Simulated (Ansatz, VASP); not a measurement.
# CuO: VASP beside Ansatz

```
CELL_PARAMETERS angstrom
2.34465 -1.71340 0.00000
2.34465 1.71340 0.00000
-0.86055 0.00000 5.05944
ATOMIC_POSITIONS crystal
Cu 0.99424 0.49426 0.00185
Cu 0.49426 0.99424 0.50185
O 0.56070 0.42780 0.25185
O 0.42780 0.56070 0.75185
```

Alike in both runs: functional PBE; k mesh 16 × 16 × 8; occupations gaussian, width 0.1 eV; no spin polarisation.

Ansatz relaxed the structure, and its values are those at the end. VASP's run is a single point on that final structure, the one shown.

```csv
,VASP,Ansatz
version,VASP 6.6.1,Ansatz 0.2.0
potentials or method,"VASP PAW PBE potentials, release 64 (Cu, O), cutoff 520 eV","scalar-relativistic, plane waves, PAW"
valence electrons in the cell,34,50
```

|  | VASP | Ansatz | Ansatz less VASP |
| --- | --- | --- | --- |
| gap on the k mesh at the Fermi level (eV) | none | none | - |
| pressure (GPa) | 7.4 | 6.7 | -0.69 |
| rms of the force components (eV/Å) | 0.022 | 0.001 | -0.0206 |

A gap of «none» marks a metal or a gap that the smearing closes. VASP's potentials hold 34 valence electrons a cell and Ansatz's 50, so a difference there can come from the potentials and not from the codes. Ansatz's warnings: stress scf threshold loose.
